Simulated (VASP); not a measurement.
# Ta (P6_3/mmc) in VASP: a series of runs, part 2 of 2

VASP 6.6.1. Earlier steps stand in the parts before.

## Step 4: Single point, PBEsol

This run uses another cell than the first one, of the same volume but with other edges.

The input, INCAR:

```
PREC     = Accurate       # precision mode
ENCUT    = 520            # plane-wave cutoff, eV
EDIFF    = 1E-7           # SCF threshold, eV
ISMEAR   = 0              # smearing method
SIGMA    = 0.15           # smearing width, eV
LREAL    = F              # projectors in reciprocal space
LASPH    = T              # aspherical terms in the spheres
NELM     = 80             # most SCF steps
ALGO     = Fast           # electronic algorithm
ISIF     = 2              # what is computed and relaxed
LWAVE    = F              # write WAVECAR
LCHARG   = F              # write CHGCAR
GGA      = PS             # functional
NBANDS   = 18             # bands
```

The input, KPOINTS:

```
regular mesh
0
Gamma
  21 21 10
```

The input, POSCAR:

```
Ta
1.0
    2.6574958639      0.0000000000      0.0000000000
   -1.3287479319      2.3014589286      0.0000000000
    0.0000000000      0.0000000000      6.1537474765
Ta
2
Direct
    0.6666666667      0.3333333333      0.7500000000
    0.3333333333      0.6666666667      0.2500000000
```

Potentials or basis: VASP PAW PBE potentials, release 64 (Ta_pv).

On the command line:

```sh
$ cat potpaw_PBE.64/Ta_pv/POTCAR > POTCAR
$ mpirun -np 1 vasp_std > vasp.out
```

OUTCAR:

```text
PREC = Accurate
   ENCUT = 520
   EDIFF = 1E-7
   ISMEAR = 0
   LREAL = F
   LASPH = T
   NELM = 80
   ISIF = 2
   GGA = PS

 ion  position               nearest neighbor table
   1  0.667  0.333  0.750-   2 3.44   2 3.44   2 3.44   2 3.44   2 3.44   2 3.44
   2  0.333  0.667  0.250-   1 3.44   1 3.44   1 3.44   1 3.44   1 3.44   1 3.44

  LATTYP: Found a hexagonal cell.
 ALAT       =     2.6574958639
 C/A-ratio  =     2.3156188350

  Lattice vectors:

 A1 = (   2.6574958639,   0.0000000000,   0.0000000000)
 A2 = (  -1.3287479319,   2.3014589286,   0.0000000000)
 A3 = (   0.0000000000,   0.0000000000,   6.1537474765)

Analysis of symmetry for initial positions (statically):
=====================================================================
 Subroutine PRICEL returns:
 Original cell was already a primitive cell.

 Routine SETGRP: Setting up the symmetry group for a
 hexagonal supercell.

 Subroutine GETGRP returns: Found 24 space group operations
 (whereof 12 operations were pure point group operations)
 out of a pool of 24 trial point group operations.

[... 157 lines left out ...]

 Free energy of the ion-electron system (eV)
  ---------------------------------------------------
  ext. energy  EPLUGINS =         0.00000000
  ---------------------------------------------------
  free energy    TOTEN  =       -23.29622505 eV

  energy without entropy =      -23.27223707  energy(sigma->0) =      -23.28423106

 E-fermi :   5.3911     XC(G=0): -12.3609

 val. band max:        5.3891092024   @ k =   0.1905  -0.0000   0.1000
 cond. band min:       5.3924146930   @ k =   0.2857   0.0000   0.1000
 fundamental gap:      0.0033054907
 Fermi energy:         5.3911055857

 k-point     1 :       0.0000    0.0000    0.0000
  band No.  band energies     occupation
      1     -29.0545      2.00000
      2     -28.7428      2.00000
      3     -27.5994      2.00000
      4     -27.5994      2.00000
      5     -27.5868      2.00000
      6     -27.5868      2.00000
[... 481 lines left out ...]
      5     -27.9171      2.00000
      6     -27.8996      2.00000
[... 10 lines left out ...]
     17      10.1831      0.00000
     18      10.7706      0.00000

 [... further k-points ...]
[... 5 lines left out ...]
  --------------------------------------------------------------------------------------
  -------------------------------------------------------------------------------------
  Total        6.9756497      6.9756497     -7.3984125      0.0000000     -0.0000000      0.0000000
  in kB      296.9475515    296.9475515   -314.9442097      0.0000000     -0.0000000      0.0000000
  external PRESSURE =      92.9836311 kB  Pullay stress =       0.0000000 kB

 VOLUME and BASIS-vectors are now :
 -----------------------------------------------------------------------------
  energy-cutoff  :      520.00
  volume of cell :       37.64
      direct lattice vectors                 reciprocal lattice vectors
     2.657495864  0.000000000  0.000000000     0.376294095  0.217253497  0.000000000
    -1.328747932  2.301458929  0.000000000     0.000000000  0.434506994  0.000000000
     0.000000000  0.000000000  6.153747477     0.000000000  0.000000000  0.162502606

 POSITION                                       TOTAL-FORCE (eV/Angst)
 -----------------------------------------------------------------------------------
      1.32875      0.76715      4.61531         0.000000     -0.000000      0.000000
     -0.00000      1.53431      1.53844        -0.000000      0.000000      0.000000
 -----------------------------------------------------------------------------------
    total drift:                               -0.000000      0.000000     -0.000000

  FREE ENERGIE OF THE ION-ELECTRON SYSTEM (eV)
  ---------------------------------------------------
  free  energy   TOTEN  =       -23.2962250450 eV

  energy  without entropy=      -23.2722370686  energy(sigma->0) =      -23.28423106
```

It took 1.9 min on 1 thread of Intel Xeon Platinum 8559C (Emerald Rapids), shared host; peak memory 0.27 GiB.

What came out:

```
Free energy            : -23.2962 eV
Pressure               : 9.3 GPa
Band gap on the k mesh : zero (band 11 reaches 7.36 eV, above the bottom of band 12 at 4.27 eV)
```

Stress tensor (GPa, compression positive):
```
 29.69   0.00   0.00
  0.00  29.69   0.00
  0.00   0.00 -31.49
```

Caveat: the PAW data sets were made with another functional, which shifts forces and pressure a little; spin-orbit coupling is left out, which moves the levels of the heavy elements.

## Step 5: Single point, PBEsol

This run uses another cell than the first one, of the same volume but with other edges.

INCAR is that of step 4.

The input, KPOINTS:

```
regular mesh
0
Gamma
  24 24 10
```

POSCAR is that of step 4.

On the command line:

```sh
$ cat potpaw_PBE.64/Ta_pv/POTCAR > POTCAR
$ mpirun -np 1 vasp_std > vasp.out
```

Wall time 3.8 min (1 thread of AMD EPYC 7R13 (Zen 3), shared host); peak memory 0.28 GiB.

It converged, with:

- Free energy: -23.2900 eV
- Pressure: 9.5 GPa
- Band gap on the k mesh: zero (band 11 reaches 7.38 eV, above the bottom of band 12 at 4.09 eV)

Stress tensor (GPa, compression positive):
```
 30.10   0.00   0.00
  0.00  30.10   0.00
  0.00   0.00 -31.78
```

Levels at points of the mesh, in eV from the Fermi level:
```csv
k point,band 8,band 9,band 10,band 11,band 12,band 13,band 14,band 15
"(0.00, 0.00, 0.00)",-5.85,-2.78,-1.67,0.83,0.83,0.97,0.97,5.10
"(0.50, 0.00, 0.00)",-4.57,-3.62,-1.90,0.04,0.81,2.83,4.72,6.22
"(0.00, 0.00, 0.50)",-6.92,-2.60,-2.60,0.89,0.89,0.89,0.89,5.49
"(0.50, 0.00, 0.50)",-4.69,-3.08,-3.08,2.00,2.00,3.66,3.66,4.15
```

Caveat: the PAW data sets were made with another functional, which shifts forces and pressure a little; spin-orbit coupling is left out, which moves the levels of the heavy elements.

## Step 6: Overview

```tsv
cell	k mesh	further INCAR settings	gap on the mesh (eV)	pressure (GPa)
a = 2.854, b = 2.854, c = 5.337 Å, angles 90.0, 90.0, 120.0°, 2 atoms	21 × 21 × 10	ALGO = Fast; EDIFF = 1e-06; NBANDS = 18	none	-6.1
a = 3.124, b = 3.124, c = 4.452 Å, angles 90.0, 90.0, 120.0°, 2 atoms	21 × 21 × 10	ALGO = Fast; EDIFF = 1e-07; NBANDS = 18	none	-5.4
a = 2.657, b = 2.657, c = 6.154 Å, angles 90.0, 90.0, 120.0°, 2 atoms	21 × 21 × 10	ALGO = Fast; EDIFF = 1e-07; NBANDS = 18	none	9.3
a = 2.657, b = 2.657, c = 6.154 Å, angles 90.0, 90.0, 120.0°, 2 atoms	24 × 24 × 10	ALGO = Fast; EDIFF = 1e-07; NBANDS = 18	none	9.5
```

Alike in all rows: task single point; level PBEsol; potentials or basis VASP PAW PBE potentials, release 64 (Ta_pv); no spin polarisation; cutoff (eV) 520; smearing gaussian 0.15 eV.

Caveats: the PAW data sets were made with another functional, which shifts forces and pressure a little; spin-orbit coupling is left out, which moves the levels of the heavy elements.

Total energies depend on the potentials used, so only differences within one code and one set of settings carry meaning.
